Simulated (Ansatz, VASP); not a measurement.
Nb: VASP beside Ansatz

Contents of POSCAR:

```
Nb
1.0
   -1.6511317439      1.6511317439      1.6511317439
    1.6511317439     -1.6511317439      1.6511317439
    1.6511317439      1.6511317439     -1.6511317439
Nb
1
Direct
    0.0000000000      0.0000000000      0.0000000000
```

The input INCAR.step1:

```
SYSTEM = Nb
PREC = Accurate
ENCUT = 520
ISMEAR = -1
SIGMA = 0.6
LREAL = .FALSE.
LASPH = .TRUE.
NELM = 100
NBANDS = 12
GGA = PE
ALGO = Normal
EDIFF = 1E-4
LWAVE = .TRUE.
LCHARG = .FALSE.
```

Contents of INCAR.step2:

```
SYSTEM = Nb
PREC = Accurate
ENCUT = 520
EDIFF = 1E-7
ISMEAR = -1
SIGMA = 0.6
LREAL = .FALSE.
LASPH = .TRUE.
NELM = 100
ALGO = Normal
ISIF = 2
LWAVE = .FALSE.
LCHARG = .FALSE.
METAGGA = R2SCAN
LMIXTAU = .TRUE.
NBANDS = 12
ISTART = 1
```

The input KPOINTS:

```
Automatic mesh
0
G
  13 13 13
  0 0 0
```

Input for Ansatz:

```yaml
crystal:
  lattice:
    - [-1.6511317439, 1.6511317439, 1.6511317439]
    - [1.6511317439, -1.6511317439, 1.6511317439]
    - [1.6511317439, 1.6511317439, -1.6511317439]
  atoms:
    - { symbol: Nb, position: [0.0, 0.0, 0.0] }
hamiltonian:
  xc: r2scan
  pseudopotentials:
    kind: paw
    azcp:
      Nb: "pseudopotentials/Nb.paw.azcp"
basis:
  ecutwfc: 500
  fft_grid_basis: typed
kpoints:
  mp_grid: { grid: [13, 13, 13], shift: [0, 0, 0] }
magnetization:
  spin_polarized: false
scf:
  occupations: { method: fermi_dirac, width: 0.6 }
  lower_state_search: "off"
output:
  stress: true
```

Alike in both runs: task single point; functional r2SCAN; k mesh 13 × 13 × 13; occupations fermi-dirac, width 0.6 eV; no spin polarisation.

|  | VASP | Ansatz |
| --- | --- | --- |
| version | VASP 6.6.1 | Ansatz 0.2.0 |
| potentials or method | VASP PAW PBE potentials, release 64 (Nb_sv), cutoff 520 eV | plane waves (500 eV) with PAW, scalar-relativistic |
| valence electrons in the cell | 13 | 13 |

```tsv
	VASP	Ansatz	Ansatz less VASP
pressure (GPa)	6.2	6.4	+0.22
```

VASP's potentials were made for PBE, not for r2SCAN. The functional is the same, so the differences come from potentials, cutoffs and numerics.
